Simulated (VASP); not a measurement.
Here is a VASP 6.6.1 calculation.

The input POSCAR:

```
WSe2
1.0
    3.2985400505      0.0000000000      0.0000000000
   -1.6492700253      2.8566194792      0.0000000000
    0.0000000000      0.0000000000     14.0034944761
W Se
2 4
Direct
    0.6666666683      0.3333333317      0.7500000000
    0.3333333317      0.6666666683      0.2500000000
    0.3333333351      0.6666666649      0.8698781576
    0.6666666649      0.3333333351      0.3698781576
    0.3333333351      0.6666666649      0.6301218424
    0.6666666649      0.3333333351      0.1301218424
```

Contents of INCAR.step1:

```
SYSTEM = WSe2
ALGO = Normal
EDIFF = 1E-4
ENCUT = 520
GGA = PE
ISMEAR = 0
LASPH = .True.
LCHARG = .False.
LREAL = .False.
LWAVE = .True.
NBANDS = 35
NELM = 80
PREC = Accurate
SIGMA = 0.02
```

File INCAR.step2:

```
SYSTEM = WSe2
ALGO = Normal
EDIFF = 1E-7
ENCUT = 520
ISIF = 2
ISMEAR = 0
ISTART = 1
LASPH = .True.
LCHARG = .False.
LMIXTAU = .True.
LREAL = .False.
LWAVE = .False.
METAGGA = R2SCAN
NBANDS = 35
NELM = 80
PREC = Accurate
SIGMA = 0.02
```

KPOINTS

```
k-points
0
Gamma
  12 12 2
  0 0 0
```

Potentials or basis: VASP PAW PBE potentials, release 64 (W_sv, Se).

Launch:

```console
$ cat potpaw_PBE.64/W_sv/POTCAR potpaw_PBE.64/Se/POTCAR > POTCAR
$ cp INCAR.step1 INCAR
$ mpirun -np 1 vasp_std > vasp.out
$ cp INCAR.step2 INCAR
$ mpirun -np 1 vasp_std > vasp.out
```

**Question.** Predict the band gap on the k mesh.

**Answer.** 1.43 eV, indirect (least direct gap 1.68 eV).

**Question.** Estimate the pressure.

**Answer.** 0.0 GPa.

Stress tensor (GPa, compression positive):
```
 0.81  0.00  0.00
 0.00  0.81  0.00
 0.00  0.00 -1.48
```

Caveat: the cell differs from its parent crystal (uniaxial strain along c: +2.0 %); the PAW data sets were made with another functional, which shifts forces and pressure a little; spin-orbit coupling is left out, which moves the levels of the heavy elements. A k mesh can miss the band edges.
